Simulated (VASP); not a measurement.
# Co (Pm-3m) in VASP: further runs

Co is run at these levels: revPBE; tasks: single point.

Everything below comes from runs of VASP 6.6.1. Logs are shortened: lines on timing, memory, paths and dates and some standing lists are left out, and cuts for length are marked.

### 1 The cell of the first run

It takes space group Pm-3m (No. 221, cubic). The conventional cell has a = 2.327 Å, b = 2.327 Å, c = 2.327 Å, α = 90.00°, β = 90.00°, γ = 90.00°. Co (site symmetry m-3m) has 6 Co at 2.33 Å within 3.1 Å.

### 2 Single point, revPBE, collinear spin, ferromagnetic start (volume scaled by 0.96)

INCAR

```
PREC = Accurate
ENCUT = 520
EDIFF = 1E-7
ISMEAR = -1
SIGMA = 0.05
LREAL = False
LASPH = True
NELM = 150
ALGO = Normal
ISIF = 2
LWAVE = False
LCHARG = False
ISPIN = 2
MAGMOM = 1.933
LORBIT = 11
LMAXMIX = 4
GGA = RE
NBANDS = 14
```

KPOINTS

```
Automatic mesh
0
Gamma
  15 15 15
```

POSCAR

```
Co
1.0
    2.3266347581      0.0000000000      0.0000000000
    0.0000000000      2.3266347581      0.0000000000
    0.0000000000      0.0000000000      2.3266347581
Co
1
Direct
    0.0000000000      0.0000000000      0.0000000000
```

Potentials or basis: VASP PAW PBE potentials, release 64 (Co).

Run with:

```console
> cat potpaw_PBE.64/Co/POTCAR > POTCAR
> mpirun -np 1 vasp_std > vasp.out
```

OUTCAR:

```text
PREC = Accurate
   ENCUT = 520
   EDIFF = 1E-7
   ISMEAR = -1
   LREAL = False
   LASPH = True
   NELM = 150
   ISIF = 2
   ISPIN = 2
   LORBIT = 11
   GGA = RE

 ion  position               nearest neighbor table
   1  0.000  0.000  0.000-

  LATTYP: Found a simple cubic cell.
 ALAT       =     2.3266347581

  Lattice vectors:

 A1 = (   2.3266347581,   0.0000000000,   0.0000000000)
 A2 = (   0.0000000000,   2.3266347581,   0.0000000000)
 A3 = (   0.0000000000,   0.0000000000,   2.3266347581)

Analysis of symmetry for initial positions (statically):
=====================================================================
 Subroutine PRICEL returns:
 Original cell was already a primitive cell.

 Routine SETGRP: Setting up the symmetry group for a
 simple cubic supercell.

 Subroutine GETGRP returns: Found 48 space group operations
 (whereof 48 operations were pure point group operations)
 out of a pool of 48 trial point group operations.

The static configuration has the point symmetry O_h .

Analysis of symmetry for dynamics (positions and initial velocities):
=====================================================================
 Subroutine PRICEL returns:
 Original cell was already a primitive cell.

 Routine SETGRP: Setting up the symmetry group for a
 simple cubic supercell.

 Subroutine GETGRP returns: Found 48 space group operations
 (whereof 48 operations were pure point group operations)
 out of a pool of 48 trial point group operations.

The dynamic configuration has the point symmetry O_h .

Analysis of structural, dynamic, and magnetic symmetry:
=====================================================================
 Subroutine PRICEL returns:
 Original cell was already a primitive cell.

 Routine SETGRP: Setting up the symmetry group for a
 simple cubic supercell.

 Subroutine GETGRP returns: Found 48 space group operations
 (whereof 48 operations were pure point group operations)
 out of a pool of 48 trial point group operations.

The overall configuration has the point symmetry O_h .

 Subroutine INISYM returns: Found 48 space group operations
 (whereof 48 operations are pure point group operations),
 and found     1 'primitive' translations

----------------------------------------------------------------------------------------

                                     Primitive cell

  volume of cell :      12.5946

  direct lattice vectors                    reciprocal lattice vectors
     2.326634758  0.000000000  0.000000000     0.429805321  0.000000000  0.000000000
     0.000000000  2.326634758  0.000000000     0.000000000  0.429805321  0.000000000
     0.000000000  0.000000000  2.326634758     0.000000000  0.000000000  0.429805321

  length of vectors
     2.326634758  2.326634758  2.326634758     0.429805321  0.429805321  0.429805321

  position of ions in fractional coordinates (direct lattice)
     0.000000000  0.000000000  0.000000000

  ion indices of the primitive-cell ions
   primitive index   ion index
                 1           1

----------------------------------------------------------------------------------------

 KPOINTS: Automatic mesh

Automatic generation of k-mesh.
 Grid dimensions read from file:
 generate k-points for:   15   15   15

 Generating k-lattice:

  Cartesian coordinates                     Fractional coordinates (reciprocal lattice)
     0.028653688  0.000000000  0.000000000     0.066666667  0.000000000  0.000000000
     0.000000000  0.028653688  0.000000000     0.000000000  0.066666667  0.000000000
     0.000000000  0.000000000  0.028653688     0.000000000  0.000000000  0.066666667

  Length of vectors
     0.028653688  0.028653688  0.028653688

  Shift w.r.t. Gamma in fractional coordinates (k-lattice)
     0.000000000  0.000000000  0.000000000

 Subroutine IBZKPT returns following result:
 ===========================================

 Found    120 irreducible k-points:

 Following reciprocal coordinates:
            Coordinates               Weight
  0.000000  0.000000  0.000000      1.000000
  0.066667  0.000000  0.000000      6.000000
  0.133333  0.000000  0.000000      6.000000
  0.200000  0.000000  0.000000      6.000000
  0.266667  0.000000  0.000000      6.000000
  0.333333  0.000000  0.000000      6.000000
[... 16 lines left out ...]
  0.266667  0.200000  0.000000     24.000000
  0.333333  0.200000  0.000000     24.000000
 [... further k-points ...]
   k-points           NKPTS =    120   k-points in BZ     NKDIM =    120   number of bands    NBANDS=     14
   number of dos      NEDOS =    301   number of ions     NIONS =      1
   total plane-waves  NPLWV =   5832
   dimension x,y,z NGX =    18 NGY =   18 NGZ =   18
   dimension x,y,z NGXF=    36 NGYF=   36 NGZF=   36
   ions per type =               1
   NGX,Y,Z   is equivalent  to a cutoff of  12.86, 12.86, 12.86 a.u.
   NGXF,Y,Z  is equivalent  to a cutoff of  25.72, 25.72, 25.72 a.u.
 SYSTEM =  unknown system
   PREC   = accura    normal or accurate (medium, high low for compatibility)
   ISTART =      0    job   : 0-new  1-cont  2-samecut
   ICHARG =      2    charge: 1-file 2-atom 10-const
   ISPIN  =      2    spin polarized calculation?
   LNONCOLLINEAR =      F non collinear calculations
   LSORBIT =      F    spin-orbit coupling
   LASPH  =      T    aspherical Exc in radial PAW
   ENCUT  =  520.0 eV  38.22 Ry    6.18 a.u.   4.33  4.33  4.33*2*pi/ulx,y,z
   NELM   =    150;   NELMIN=  2; NELMDL= -5     # of ELM steps
   EDIFF  = 0.1E-06   stopping-criterion for ELM
   LREAL  =      F    real-space projection
   EDIFFG = 0.1E-05   stopping-criterion for IOM
   NSW    =      0    number of steps for IOM
   IBRION =     -1    ionic relax: 0-MD 1-quasi-New 2-CG
   NFREE  =      0    steps in history (QN), initial steepest desc. (CG)
   ISIF   =      2    stress and relaxation
   ISYM   =      2    0-nonsym 1-usesym 2-fastsym
   POTIM  = 0.5000    time-step for ionic-motion
   TEBEG  =    0.0;   TEEND  =   0.0 temperature during run
   PSTRESS=    0.0 pullay stress
   NELECT =       9.0000    total number of electrons
   NUPDOWN=      -1.0000    fix difference up-down
   EMIN   =  10.00;   EMAX   =-10.00  energy-range for DOS
   EFERMI =   0.00;   METHOD = LEGACY
   ISMEAR =    -1;   SIGMA  =   0.05  broadening in eV -4-tet -1-fermi 0-gaus
   EFERMI_NEDOS =   21; number of points for ismear=-14 and -15
   IALGO  =     38    algorithm
   IMIX   =      4    mixing-type and parameters
     AMIX     =   0.40;   BMIX     =  1.00
     AMIX_MAG =   1.60;   BMIX_MAG =  1.00
  volume/ion in A,a.u.               =      12.59        84.99
  Fermi-wavevector in a.u.,A,eV,Ry     =   1.463617  2.765835 29.146058  2.142175
  Thomas-Fermi vector in A             =   2.579691
   LORBIT       =     11    0 simple, 1 ext, 2 COOP (PROOUT), +10 PAW based schemes
   GGA     = RE    functional components
   LHFCALC =     F    Hartree Fock is set to
   AEXX    =    0.0000 exact exchange contribution
   IVDW    =     0    specifies the selected vdW correction
   LEPSILON=     F    determine dielectric tensor
   LRPA    =     F    only Hartree local field effects (RPA)
 spin polarized calculation
  energy-cutoff  :      520.00
  volume of cell :       12.59
 maximum number of plane-waves:       350
 NGX is ok and might be reduce to    18
   NGX =  9   NGY =  9   NGZ =  9

 number of electron       9.0000009 magnetization       1.8587312

 Free energy of the ion-electron system (eV)
  ---------------------------------------------------
  ext. energy  EPLUGINS =         0.00000000
  ---------------------------------------------------
  free energy    TOTEN  =        -5.88337451 eV

  energy without entropy =       -5.87026295  energy(sigma->0) =       -5.87681873

 E-fermi :   8.7050     XC(G=0): -12.3754

 val. band max:        8.7049777277   @ k =   0.4667   0.4667   0.0667
 cond. band min:       8.7074744782   @ k =   0.2667   0.2667   0.2000
 fundamental gap:      0.0024967506
 Fermi energy:         8.7050046302

 spin component 1

 k-point     1 :       0.0000    0.0000    0.0000
  band No.  band energies     occupation
      1       0.3850      1.00000
      2       4.2983      1.00000
      3       4.2983      1.00000
      4       7.5258      1.00000
      5       7.5258      1.00000
      6       7.5258      1.00000
      7      27.7619      0.00000
      8      27.7619      0.00000
      9      27.7619      0.00000
     10      31.6294      0.00000
     11      31.6294      0.00000
     12      36.0285      0.00000
     13      45.4544      0.00000
     14      49.0805      0.00000
[... 375 lines left out ...]
 k-point    24 :       0.3333    0.2000    0.0000
  band No.  band energies     occupation
      1       3.8119      1.00000
      2       4.9358      1.00000
      3       5.7529      1.00000
      4       6.7332      1.00000
      5       7.2311      1.00000
      6       7.3003      1.00000
      7      16.4905      0.00000
      8      23.9252      0.00000
      9      32.3982      0.00000
     10      33.2860      0.00000
     11      34.0855      0.00000
     12      41.8332      0.00000
     13      42.7442      0.00000
     14      44.2818      0.00000

 [... further k-points ...]

 spin component 2

 k-point     1 :       0.0000    0.0000    0.0000
  band No.  band energies     occupation
      1       0.5056      1.00000
      2       5.6239      1.00000
      3       5.6239      1.00000
      4       9.9136      0.00000
      5       9.9136      0.00000
      6       9.9136      0.00000
      7      28.1218      0.00000
      8      28.1218      0.00000
      9      28.1218      0.00000
     10      31.9005      0.00000
     11      31.9005      0.00000
     12      36.0205      0.00000
     13      49.2918      0.00000
     14      49.4349      0.00000
[... 375 lines left out ...]
 k-point    24 :       0.3333    0.2000    0.0000
  band No.  band energies     occupation
      1       4.2874      1.00000
      2       6.3213      1.00000
      3       7.1499      1.00000
      4       8.9269      0.01169
      5       8.9971      0.00289
      6       9.5734      0.00000
      7      17.0954      0.00000
      8      24.3435      0.00000
      9      32.7287      0.00000
     10      33.7643      0.00000
     11      34.1238      0.00000
     12      42.0161      0.00000
     13      43.1625      0.00000
     14      44.5934      0.00000

 [... further k-points ...]
[... 5 lines left out ...]
  --------------------------------------------------------------------------------------
  -------------------------------------------------------------------------------------
  Total        0.4209626      0.4209626      0.4209626      0.0000000      0.0000000      0.0000000
  in kB       53.5512320     53.5512320     53.5512320      0.0000000      0.0000000      0.0000000
  external PRESSURE =      53.5512320 kB  Pullay stress =       0.0000000 kB

 VOLUME and BASIS-vectors are now :
 -----------------------------------------------------------------------------
  energy-cutoff  :      520.00
  volume of cell :       12.59
      direct lattice vectors                 reciprocal lattice vectors
     2.326634758  0.000000000  0.000000000     0.429805321  0.000000000  0.000000000
     0.000000000  2.326634758  0.000000000     0.000000000  0.429805321  0.000000000
     0.000000000  0.000000000  2.326634758     0.000000000  0.000000000  0.429805321

 POSITION                                       TOTAL-FORCE (eV/Angst)
 -----------------------------------------------------------------------------------
      0.00000      0.00000      0.00000         0.000000      0.000000      0.000000
 -----------------------------------------------------------------------------------
    total drift:                                0.000000      0.000000      0.000000

  FREE ENERGIE OF THE ION-ELECTRON SYSTEM (eV)
  ---------------------------------------------------
  free  energy   TOTEN  =        -5.8833745109 eV

  energy  without entropy=       -5.8702629503  energy(sigma->0) =       -5.87681873

 total charge

# of ion       s       p       d       tot
------------------------------------------
    1        0.499   0.417   7.275   8.191

 magnetization (x)

# of ion       s       p       d       tot
------------------------------------------
    1        0.005  -0.009   1.872   1.868
```

It took 49 s on 1 thread of Intel Xeon Platinum 8375C at 2.90GHz (Ice Lake), shared host; peak memory 0.15 GiB.

What came out:

```
Free energy                                           : -5.8834 eV
Pressure                                              : 5.4 GPa
Net moment                                            : 1.86 μB per cell
Site moments                                          : Co +1.87 μB
Valence electrons inside the program's atomic spheres : Co 8.19
```

Caveat: the cell differs from its parent crystal (volume scaled by 0.96); the PAW data sets were made with another functional, which shifts forces and pressure a little.

### 3 Single point, revPBE, collinear spin, ferromagnetic start

This run uses another cell than the first one, of 13.12 Å³/atom, 1.042 times its volume.

INCAR

```
PREC = Accurate ; ENCUT = 520
EDIFF = 1E-6 ; ISMEAR = -1
SIGMA = 0.05 ; LREAL = F
LASPH = T ; NELM = 150
ALGO = Normal ; ISIF = 2
LWAVE = F ; LCHARG = F
ISPIN = 2 ; MAGMOM = 1.7
LORBIT = 11 ; LMAXMIX = 4
GGA = RE ; NBANDS = 14
```

KPOINTS

```
regular mesh
0
Gamma
  14 14 14
```

POSCAR

```
Co
1.0
    2.3585104281      0.0000000000      0.0000000000
    0.0000000000      2.3585104281      0.0000000000
    0.0000000000      0.0000000000      2.3585104281
Co
1
Direct
    0.0000000000      0.0000000000      0.0000000000
```

Potentials or basis: VASP PAW PBE potentials, release 64 (Co).

Run with:

```console
> cat potpaw_PBE.64/Co/POTCAR > POTCAR
> mpirun -np 1 vasp_std > vasp.out
```

Wall time 53 s (1 thread of Intel Xeon Platinum 8375C at 2.90GHz (Ice Lake), shared host); peak memory 0.15 GiB.

Results (log left out):

```
Free energy                                           : -5.8914 eV
Pressure                                              : -0.6 GPa
Net moment                                            : 1.89 μB per cell
Site moments                                          : Co +1.90 μB
Valence electrons inside the program's atomic spheres : Co 8.13
```

Levels at points of the mesh, in eV from the Fermi level:
Spin up:
```tsv
k point	band 2	band 3	band 4	band 5	band 6	band 7	band 8	band 9
(0.00, 0.00, 0.00)	-4.27	-4.27	-1.27	-1.27	-1.27	18.55	18.55	18.55
(0.50, 0.00, 0.00)	-3.84	-2.31	-2.31	-1.34	-1.17	3.26	23.12	25.55
(0.50, 0.50, 0.00)	-3.44	-2.10	-2.10	-0.17	4.77	4.77	10.56	10.94
(0.50, 0.50, 0.50)	-4.17	-4.17	-0.11	-0.11	11.27	11.27	11.27	12.92
```
Spin down:
```csv
k point,band 1,band 2,band 3,band 4,band 5,band 6
"(0.00, 0.00, 0.00)",-7.99,-2.93,-2.93,1.16,1.16,1.16
"(0.50, 0.00, 0.00)",-3.55,-2.42,-1.35,-0.06,-0.06,1.26
"(0.50, 0.50, 0.00)",-3.52,-2.09,0.20,0.20,1.59,4.92
"(0.50, 0.50, 0.50)",-2.34,-2.34,-2.34,1.66,1.66,11.63
```

Caveat: the PAW data sets were made with another functional, which shifts forces and pressure a little.

### 4 Single point, revPBE, collinear spin, ferromagnetic start

This run uses another cell than the first one, of 13.12 Å³/atom, 1.042 times its volume.

INCAR

```
SYSTEM = Co
  PREC = Accurate
  ENCUT = 520
  EDIFF = 1E-6
  ISMEAR = -1
  SIGMA = 0.05
  LREAL = .FALSE.
  LASPH = .TRUE.
  NELM = 150
  ALGO = Normal
  ISIF = 2
  LWAVE = .FALSE.
  LCHARG = .FALSE.
  ISPIN = 2
  MAGMOM = 1.933
  LORBIT = 11
  LMAXMIX = 4
  GGA = RE
  NBANDS = 14
```

KPOINTS

```
Automatic mesh
0
G
  15 15 15
  0 0 0
```

POSCAR is that of step 3.

Run with:

```console
> cat potpaw_PBE.64/Co/POTCAR > POTCAR
> mpirun -np 1 vasp_std > vasp.out
```

Run time: 60 s. Hardware: 1 thread of Intel Xeon Platinum 8375C at 2.90GHz (Ice Lake), shared host; peak memory 0.14 GiB.

Results (log left out):

* Free energy: -5.8908 eV
* Pressure: -0.6 GPa
* Net moment: 1.88 μB per cell
* Site moments: Co +1.90 μB
* Valence electrons inside the program's atomic spheres: Co 8.13

Levels at points of the mesh, in eV from the Fermi level:
Spin up:
```tsv
k point	band 3	band 4	band 5	band 6	band 7	band 8	band 9	band 10
(0.00, 0.00, 0.00)	-4.27	-1.27	-1.27	-1.27	18.55	18.55	18.55	22.31
```
Spin down:
```
           k point  band 1  band 2  band 3  band 4  band 5  band 6  band 7  band 8
(0.00, 0.00, 0.00)   -7.99   -2.93   -2.93    1.15    1.15    1.15   18.90   18.90
```

Caveat: the PAW data sets were made with another functional, which shifts forces and pressure a little.

### 5 Single point, revPBE, collinear spin, ferromagnetic start (volume scaled by 1.04)

INCAR

```
PREC = Accurate
ENCUT = 520
EDIFF = 1E-6
ISMEAR = -1
SIGMA = 0.05
LREAL = F
LASPH = T
NELM = 150
ALGO = Normal
ISIF = 2
LWAVE = F
LCHARG = T
ISPIN = 2
MAGMOM = 1.933
LORBIT = 11
LMAXMIX = 4
GGA = RE
LELF = T
LVHAR = T
NBANDS = 14
```

KPOINTS

```
Automatic mesh
0
Gamma
  15 15 15
```

POSCAR

```
Co
1.0
    2.3895470192      0.0000000000      0.0000000000
    0.0000000000      2.3895470192      0.0000000000
    0.0000000000      0.0000000000      2.3895470192
Co
1
Direct
    0.0000000000      0.0000000000      0.0000000000
```

Run with:

```console
> cat potpaw_PBE.64/Co/POTCAR > POTCAR
> mpirun -np 1 vasp_std > vasp.out
```

Run time: 44 s. Hardware: 1 thread of Intel Xeon Platinum 8375C at 2.90GHz (Ice Lake), shared host; peak memory 0.15 GiB.

The run converged. Its results:

```
Free energy                                           : -5.8805 eV
Pressure                                              : -5.4 GPa
Net moment                                            : 1.90 μB per cell
Site moments                                          : Co +1.92 μB
Valence electrons inside the program's atomic spheres : Co 8.07
```

Levels at points of the mesh, in eV from the Fermi level:
Spin up:
```tsv
k point	band 2	band 3	band 4	band 5	band 6	band 7	band 8	band 9	band 10	band 11
(0.00, 0.00, 0.00)	-4.15	-4.15	-1.34	-1.34	-1.34	18.07	18.07	18.07	21.74	21.74
```
Spin down:
```tsv
k point	band 1	band 2	band 3	band 4	band 5	band 6
(0.00, 0.00, 0.00)	-7.78	-2.80	-2.80	1.10	1.10	1.10
```

Caveat: the cell differs from its parent crystal (volume scaled by 1.04); the PAW data sets were made with another functional, which shifts forces and pressure a little.

### 6 The runs side by side

```tsv
cell	k mesh	gap on the mesh (eV)	pressure (GPa)	moment (μB)
a = 2.327 Å, 1 atom	15 × 15 × 15	none	5.4	1.86
a = 2.359 Å, 1 atom	14 × 14 × 14	none	-0.6	1.89
a = 2.359 Å, 1 atom	15 × 15 × 15	none	-0.6	1.88
a = 2.390 Å, 1 atom	15 × 15 × 15	none	-5.4	1.90
```

Alike in all rows: task single point; level revPBE; potentials or basis VASP PAW PBE potentials, release 64 (Co); spin collinear, ferromagnetic start; cutoff (eV) 520; smearing fermi-dirac 0.05 eV.

Caveats: the PAW data sets were made with another functional, which shifts forces and pressure a little.

Absolute energies hang on the potentials; compare differences alone.
